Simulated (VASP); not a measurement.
# WC (P-6m2) in VASP: further runs

WC is run at these levels: PBE; tasks: single point.

Everything below comes from runs of VASP 6.6.1. Logs are shortened: lines on timing, memory, paths and dates and some standing lists are left out, and cuts for length are marked.

## 1. The cell of the first run

It takes space group P-6m2 (No. 187, hexagonal). The conventional cell has a = 3.095 Å, b = 3.095 Å, c = 2.657 Å, α = 90.00°, β = 90.00°, γ = 120.00°. W (site symmetry -6m2) has 6 C at 2.23 Å and 2 W at 2.66 Å within 2.9 Å. Within 2.9 Å of C (site symmetry -6m2) lie 6 W at 2.23 Å and 2 C at 2.66 Å.

## 2. Single point, PBE

Input file INCAR:

```
SYSTEM = WC
PREC = Accurate ; ENCUT = 520
EDIFF = 1E-6 ; ISMEAR = 0
SIGMA = 0.1 ; LREAL = .False.
LASPH = .True. ; NELM = 60
ALGO = Normal ; ISIF = 2
LWAVE = .False. ; LCHARG = .False.
GGA = PE ; NBANDS = 16
```

Input file KPOINTS:

```
Automatic mesh
0
Gamma
  12 12 13
  0 0 0
```

Input file POSCAR:

```
WC
1.0
    3.0950015819      0.0000000000      0.0000000000
   -1.5475007910      2.6803499947      0.0000000000
    0.0000000000      0.0000000000      2.6569444573
W C
1 1
Direct
    0.0000000000      0.0000000000      0.0000000000
    0.3333333333      0.6666666667      0.5000000000
```

Potentials or basis: VASP PAW PBE potentials, release 64 (W_sv, C).

Command:

```
cat potpaw_PBE.64/W_sv/POTCAR potpaw_PBE.64/C/POTCAR > POTCAR
mpirun -np 1 vasp_std > vasp.out
```

OUTCAR:

```text
SYSTEM = WC
   PREC = Accurate
   ENCUT = 520
   EDIFF = 1E-6
   ISMEAR = 0
   LREAL = .False.
   LASPH = .True.
   NELM = 60
   ISIF = 2
   GGA = PE

 ion  position               nearest neighbor table
   1  0.000  0.000  0.000-   2 2.23   2 2.23   2 2.23   2 2.23   2 2.23   2 2.23
   2  0.333  0.667  0.500-   1 2.23   1 2.23   1 2.23   1 2.23   1 2.23   1 2.23

  LATTYP: Found a hexagonal cell.
 ALAT       =     3.0950015819
 C/A-ratio  =     0.8584630369

  Lattice vectors:

 A1 = (   3.0950015819,   0.0000000000,   0.0000000000)
 A2 = (  -1.5475007910,   2.6803499947,   0.0000000000)
 A3 = (   0.0000000000,   0.0000000000,   2.6569444573)

Analysis of symmetry for initial positions (statically):
=====================================================================
 Subroutine PRICEL returns:
 Original cell was already a primitive cell.

 Routine SETGRP: Setting up the symmetry group for a
 hexagonal supercell.

 Subroutine GETGRP returns: Found 12 space group operations
 (whereof 12 operations were pure point group operations)
 out of a pool of 24 trial point group operations.

The static configuration has the point symmetry D_3h.

Analysis of symmetry for dynamics (positions and initial velocities):
=====================================================================
 Subroutine PRICEL returns:
 Original cell was already a primitive cell.

 Routine SETGRP: Setting up the symmetry group for a
 hexagonal supercell.

 Subroutine GETGRP returns: Found 12 space group operations
 (whereof 12 operations were pure point group operations)
 out of a pool of 24 trial point group operations.

The dynamic configuration has the point symmetry D_3h.

 Subroutine INISYM returns: Found 12 space group operations
 (whereof 12 operations are pure point group operations),
 and found     1 'primitive' translations

----------------------------------------------------------------------------------------

                                     Primitive cell

  volume of cell :      22.0412

  direct lattice vectors                    reciprocal lattice vectors
     3.095001582  0.000000000  0.000000000     0.323101612  0.186542803  0.000000000
    -1.547500791  2.680349995  0.000000000     0.000000000  0.373085605  0.000000000
     0.000000000  0.000000000  2.656944457     0.000000000  0.000000000  0.376372188

  length of vectors
     3.095001582  3.095001582  2.656944457     0.373085605  0.373085605  0.376372188

  position of ions in fractional coordinates (direct lattice)
     0.000000000  0.000000000  0.000000000
     0.333333333  0.666666667  0.500000000

  ion indices of the primitive-cell ions
   primitive index   ion index
                 1           1
                 2           2

----------------------------------------------------------------------------------------

 KPOINTS: Automatic mesh

Automatic generation of k-mesh.
 Grid dimensions read from file:
 generate k-points for:   12   12   13

 Generating k-lattice:

  Cartesian coordinates                     Fractional coordinates (reciprocal lattice)
     0.026925134  0.015545234  0.000000000     0.083333333  0.000000000  0.000000000
     0.000000000  0.031090467  0.000000000     0.000000000  0.083333333  0.000000000
     0.000000000  0.000000000  0.028951707     0.000000000  0.000000000  0.076923077

  Length of vectors
     0.031090467  0.031090467  0.028951707

  Shift w.r.t. Gamma in fractional coordinates (k-lattice)
     0.000000000  0.000000000  0.000000000

 Subroutine IBZKPT returns following result:
 ===========================================

 Found    133 irreducible k-points:

 Following reciprocal coordinates:
            Coordinates               Weight
  0.000000  0.000000  0.000000      1.000000
  0.083333  0.000000  0.000000      6.000000
  0.166667  0.000000  0.000000      6.000000
  0.250000  0.000000  0.000000      6.000000
  0.333333  0.000000  0.000000      6.000000
  0.416667 -0.000000  0.000000      6.000000
[... 16 lines left out ...]
  0.250000  0.000000  0.076923     12.000000
  0.333333  0.000000  0.076923     12.000000
 [... further k-points ...]
   k-points           NKPTS =    133   k-points in BZ     NKDIM =    133   number of bands    NBANDS=     16
   number of dos      NEDOS =    301   number of ions     NIONS =      2
   total plane-waves  NPLWV =  11520
   dimension x,y,z NGX =    24 NGY =   24 NGZ =   20
   dimension x,y,z NGXF=    48 NGYF=   48 NGZF=   40
   ions per type =               1   1
   NGX,Y,Z   is equivalent  to a cutoff of  12.89, 12.89, 12.51 a.u.
   NGXF,Y,Z  is equivalent  to a cutoff of  25.78, 25.78, 25.03 a.u.
 SYSTEM =  WC
   PREC   = accura    normal or accurate (medium, high low for compatibility)
   ISTART =      0    job   : 0-new  1-cont  2-samecut
   ICHARG =      2    charge: 1-file 2-atom 10-const
   ISPIN  =      1    spin polarized calculation?
   LNONCOLLINEAR =      F non collinear calculations
   LSORBIT =      F    spin-orbit coupling
   LASPH  =      T    aspherical Exc in radial PAW
   ENCUT  =  520.0 eV  38.22 Ry    6.18 a.u.   5.75  5.75  4.94*2*pi/ulx,y,z
   NELM   =     60;   NELMIN=  2; NELMDL= -5     # of ELM steps
   EDIFF  = 0.1E-05   stopping-criterion for ELM
   LREAL  =      F    real-space projection
   EDIFFG = 0.1E-04   stopping-criterion for IOM
   NSW    =      0    number of steps for IOM
   IBRION =     -1    ionic relax: 0-MD 1-quasi-New 2-CG
   NFREE  =      0    steps in history (QN), initial steepest desc. (CG)
   ISIF   =      2    stress and relaxation
   ISYM   =      2    0-nonsym 1-usesym 2-fastsym
   POTIM  = 0.5000    time-step for ionic-motion
   TEBEG  =    0.0;   TEEND  =   0.0 temperature during run
   PSTRESS=    0.0 pullay stress
   NELECT =      18.0000    total number of electrons
   NUPDOWN=      -1.0000    fix difference up-down
   EMIN   =  10.00;   EMAX   =-10.00  energy-range for DOS
   EFERMI =   0.00;   METHOD = LEGACY
   ISMEAR =     0;   SIGMA  =   0.10  broadening in eV -4-tet -1-fermi 0-gaus
   EFERMI_NEDOS =   21; number of points for ismear=-14 and -15
   IALGO  =     38    algorithm
   IMIX   =      4    mixing-type and parameters
     AMIX     =   0.40;   BMIX     =  1.00
     AMIX_MAG =   1.60;   BMIX_MAG =  1.00
  volume/ion in A,a.u.               =      11.02        74.37
  Fermi-wavevector in a.u.,A,eV,Ry     =   1.530221  2.891698 31.859064  2.341575
  Thomas-Fermi vector in A             =   2.637734
   LORBIT       =      0    0 simple, 1 ext, 2 COOP (PROOUT), +10 PAW based schemes
   GGA     = PE    functional components
   LHFCALC =     F    Hartree Fock is set to
   AEXX    =    0.0000 exact exchange contribution
   IVDW    =     0    specifies the selected vdW correction
   LEPSILON=     F    determine dielectric tensor
   LRPA    =     F    only Hartree local field effects (RPA)
 non-spin polarized calculation
 Gauss-broadening in eV      SIGMA  =   0.10
  energy-cutoff  :      520.00
  volume of cell :       22.04
 maximum number of plane-waves:       606
 NGX is ok and might be reduce to    24
   NGX = 11   NGY = 11   NGZ =  9

 number of electron      17.9999999 magnetization

 Free energy of the ion-electron system (eV)
  ---------------------------------------------------
  ext. energy  EPLUGINS =         0.00000000
  ---------------------------------------------------
  free energy    TOTEN  =       -21.94781241 eV

  energy without entropy =      -21.94449607  energy(sigma->0) =      -21.94615424

 E-fermi :  10.3714     XC(G=0): -13.4263

 val. band max:       10.3508968529   @ k =   0.4167   0.0833   0.3846
 cond. band min:      10.3839247892   @ k =   0.4167   0.0833   0.4615
 fundamental gap:      0.0330279363
 Fermi energy:        10.3714279953

 k-point     1 :       0.0000    0.0000    0.0000
  band No.  band energies     occupation
      1     -63.8136      2.00000
      2     -27.8607      2.00000
      3     -27.8607      2.00000
      4     -27.4684      2.00000
      5      -3.8121      2.00000
      6       6.1775      2.00000
[... 8 lines left out ...]
     15      25.0351      0.00000
     16      25.5982      0.00000

 k-point     2 :       0.0833    0.0000    0.0000
  band No.  band energies     occupation
      1     -63.8119      2.00000
      2     -27.8924      2.00000
      3     -27.8680      2.00000
      4     -27.4651      2.00000
      5      -3.6597      2.00000
      6       5.8560      2.00000
[... 8 lines left out ...]
     15      24.3324      0.00000
     16      25.9144      0.00000

 k-point     3 :       0.1667    0.0000    0.0000
  band No.  band energies     occupation
      1     -63.8073      2.00000
      2     -27.9781      2.00000
      3     -27.8881      2.00000
      4     -27.4559      2.00000
      5      -3.2275      2.00000
      6       5.2033      2.00000
[... 8 lines left out ...]
     15      23.8609      0.00000
     16      26.7742      0.00000

 k-point     4 :       0.2500    0.0000    0.0000
  band No.  band energies     occupation
      1     -63.8010      2.00000
      2     -28.0933      2.00000
      3     -27.9153      2.00000
      4     -27.4434      2.00000
      5      -2.5923      2.00000
      6       4.4772      2.00000
[... 8 lines left out ...]
     15      23.8308      0.00000
     16      27.3087      0.00000

 k-point     5 :       0.3333    0.0000    0.0000
  band No.  band energies     occupation
      1     -63.7947      2.00000
      2     -28.2063      2.00000
      3     -27.9424      2.00000
      4     -27.4308      2.00000
      5      -1.8849      2.00000
      6       3.8549      2.00000
[... 8 lines left out ...]
     15      24.0716      0.00000
     16      25.8219      0.00000

 k-point     6 :       0.4167   -0.0000    0.0000
  band No.  band energies     occupation
      1     -63.7901      2.00000
      2     -28.2877      2.00000
      3     -27.9621      2.00000
      4     -27.4216      2.00000
      5      -1.2987      2.00000
      6       3.4353      2.00000
[... 8 lines left out ...]
     15      23.1832      0.00000
     16      26.0276      0.00000

 k-point     7 :       0.5000    0.0000    0.0000
  band No.  band energies     occupation
      1     -63.7884      2.00000
      2     -28.3172      2.00000
      3     -27.9693      2.00000
      4     -27.4182      2.00000
      5      -1.0634      2.00000
      6       3.2846      2.00000
[... 8 lines left out ...]
     15      22.4824      0.00000
     16      26.5299      0.00000

 k-point     8 :       0.0833    0.0833    0.0000
  band No.  band energies     occupation
      1     -63.8088      2.00000
      2     -27.9495      2.00000
      3     -27.8833      2.00000
      4     -27.4588      2.00000
      5      -3.3669      2.00000
      6       5.3991      2.00000
[... 8 lines left out ...]
     15      23.9601      0.00000
     16      26.4424      0.00000

 k-point     9 :       0.1667    0.0833    0.0000
  band No.  band energies     occupation
      1     -63.8033      2.00000
      2     -28.0458      2.00000
      3     -27.9111      2.00000
      4     -27.4480      2.00000
      5      -2.8303      2.00000
      6       4.7437      2.00000
[... 8 lines left out ...]
     15      23.8186      0.00000
     16      27.1970      0.00000
[... 172 lines left out ...]
 k-point    19 :       0.3333    0.3333    0.0000
  band No.  band energies     occupation
      1     -63.7852      2.00000
      2     -28.2009      2.00000
      3     -28.1603      2.00000
      4     -27.4120      2.00000
      5      -0.5262      2.00000
      6       3.6420      2.00000
[... 8 lines left out ...]
     15      24.2462      0.00000
     16      24.9577      0.00000

 k-point    20 :       0.0000    0.0000    0.0769
  band No.  band energies     occupation
      1     -63.8086      2.00000
      2     -27.8532      2.00000
      3     -27.8532      2.00000
      4     -27.5443      2.00000
      5      -3.6559      2.00000
      6       6.2708      2.00000
[... 8 lines left out ...]
     15      25.4298      0.00000
     16      25.6971      0.00000

 k-point    21 :       0.0833    0.0000    0.0769
  band No.  band energies     occupation
      1     -63.8069      2.00000
      2     -27.8848      2.00000
      3     -27.8606      2.00000
      4     -27.5407      2.00000
      5      -3.5069      2.00000
      6       5.9671      2.00000
[... 8 lines left out ...]
     15      24.4342      0.00000
     16      25.9788      0.00000

 k-point    22 :       0.1667    0.0000    0.0769
  band No.  band energies     occupation
      1     -63.8023      2.00000
      2     -27.9701      2.00000
      3     -27.8804      2.00000
      4     -27.5310      2.00000
      5      -3.0857      2.00000
      6       5.3184      2.00000
[... 8 lines left out ...]
     15      23.7731      0.00000
     16      26.7634      0.00000

 k-point    23 :       0.2500    0.0000    0.0769
  band No.  band energies     occupation
      1     -63.7960      2.00000
      2     -28.0845      2.00000
      3     -27.9075      2.00000
      4     -27.5176      2.00000
      5      -2.4694      2.00000
      6       4.5879      2.00000
[... 8 lines left out ...]
     15      23.6230      0.00000
     16      27.2843      0.00000

 k-point    24 :       0.3333    0.0000    0.0769
  band No.  band energies     occupation
      1     -63.7897      2.00000
      2     -28.1968      2.00000
      3     -27.9344      2.00000
      4     -27.5043      2.00000
      5      -1.7877      2.00000
      6       3.9566      2.00000
[... 8 lines left out ...]
     15      23.7926      0.00000
     16      25.9305      0.00000

 [... further k-points ...]
[... 5 lines left out ...]
  --------------------------------------------------------------------------------------
  -------------------------------------------------------------------------------------
  Total       -4.5615203     -4.5615203      6.7746495      0.0000000      0.0000000      0.0000000
  in kB     -331.5777128   -331.5777128    492.4504670      0.0000000      0.0000000      0.0000000
  external PRESSURE =     -56.9016529 kB  Pullay stress =       0.0000000 kB

 VOLUME and BASIS-vectors are now :
 -----------------------------------------------------------------------------
  energy-cutoff  :      520.00
  volume of cell :       22.04
      direct lattice vectors                 reciprocal lattice vectors
     3.095001582  0.000000000  0.000000000     0.323101612  0.186542803  0.000000000
    -1.547500791  2.680349995  0.000000000     0.000000000  0.373085605  0.000000000
     0.000000000  0.000000000  2.656944457     0.000000000  0.000000000  0.376372188

 POSITION                                       TOTAL-FORCE (eV/Angst)
 -----------------------------------------------------------------------------------
      0.00000      0.00000      0.00000        -0.000000      0.000000      0.000000
     -0.00000      1.78690      1.32847         0.000000     -0.000000      0.000000
 -----------------------------------------------------------------------------------
    total drift:                                0.000000     -0.000000     -0.000000

  FREE ENERGIE OF THE ION-ELECTRON SYSTEM (eV)
  ---------------------------------------------------
  free  energy   TOTEN  =       -21.9478124147 eV

  energy  without entropy=      -21.9444960693  energy(sigma->0) =      -21.94615424
```

It took 14 s on 1 thread of Intel Xeon 6975P-C, shared host; peak memory 0.17 GiB.

Results:

```
Free energy            : -21.9478 eV
Pressure               : -5.7 GPa
Band gap on the k mesh : zero (band 9 reaches 11.70 eV, above the bottom of band 10 at 9.77 eV)
```

Levels at points of the mesh, in eV from the Fermi level:
```
           k point  band 7  band 8  band 9  band 10  band 11  band 12
(0.00, 0.00, 0.00)   -4.05   -4.05    1.33     3.33     3.33     4.84
(0.50, 0.00, 0.00)   -3.60   -1.91   -1.36     2.77     3.01     3.36
```

Caveat: spin-orbit coupling is left out, which moves the levels of the heavy elements.

## 3. Single point, PBE

This run uses another cell than the first one, of 11.58 Å³/atom, 1.051 times its volume.

Input file INCAR:

```
ALGO     = Normal         # electronic algorithm
EDIFF    = 1E-6           # SCF threshold, eV
ENCUT    = 520            # plane-wave cutoff, eV
GGA      = PE             # functional
ISIF     = 2              # what is computed and relaxed
ISMEAR   = 0              # smearing method
LASPH    = T              # aspherical terms in the spheres
LCHARG   = F              # write CHGCAR
LREAL    = F              # projectors in reciprocal space
LWAVE    = F              # write WAVECAR
NBANDS   = 16             # bands
NELM     = 80             # most SCF steps
PREC     = Accurate       # precision mode
SIGMA    = 0.1            # smearing width, eV
```

Input file KPOINTS:

```
k-points
0
Gamma
  12 12 13
```

POSCAR: that of step 2 with these lines changed.

```diff
@@ -4,3 +4,3 @@
    -1.5475007910      2.6803499947      0.0000000000
-    0.0000000000      0.0000000000      2.6569444573
+    0.0000000000      0.0000000000      2.7929753368
 W C
```

Potentials or basis: VASP PAW PBE potentials, release 64 (W_sv, C).

Command:

```
cat potpaw_PBE.64/W_sv/POTCAR potpaw_PBE.64/C/POTCAR > POTCAR
mpirun -np 1 vasp_std > vasp.out
```

Wall time 18 s (1 thread of Intel Xeon 6975P-C, shared host); peak memory 0.18 GiB.

It converged, with:

- Free energy: -22.1169 eV
- Pressure: -25.4 GPa
- Band gap on the k mesh: zero (band 9 reaches 10.43 eV, above the bottom of band 10 at 9.18 eV)

Stress tensor (GPa, compression positive):
```
-38.51   0.00   0.00
  0.00 -38.51   0.00
  0.00   0.00   0.94
```

Levels at points of the mesh, in eV from the Fermi level:
| k point | band 5 | band 6 | band 7 | band 8 | band 9 | band 10 | band 11 | band 12 | band 13 | band 14 |
| --- | --- | --- | --- | --- | --- | --- | --- | --- | --- | --- |
| (0.00, 0.00, 0.00) | -13.70 | -3.76 | -3.43 | -3.43 | 0.81 | 2.93 | 2.93 | 4.98 | 5.26 | 5.26 |
| (0.50, 0.00, 0.00) | -10.95 | -6.69 | -3.19 | -2.35 | -0.93 | 2.34 | 3.38 | 3.45 | 6.50 | 9.50 |

Caveat: spin-orbit coupling is left out, which moves the levels of the heavy elements.
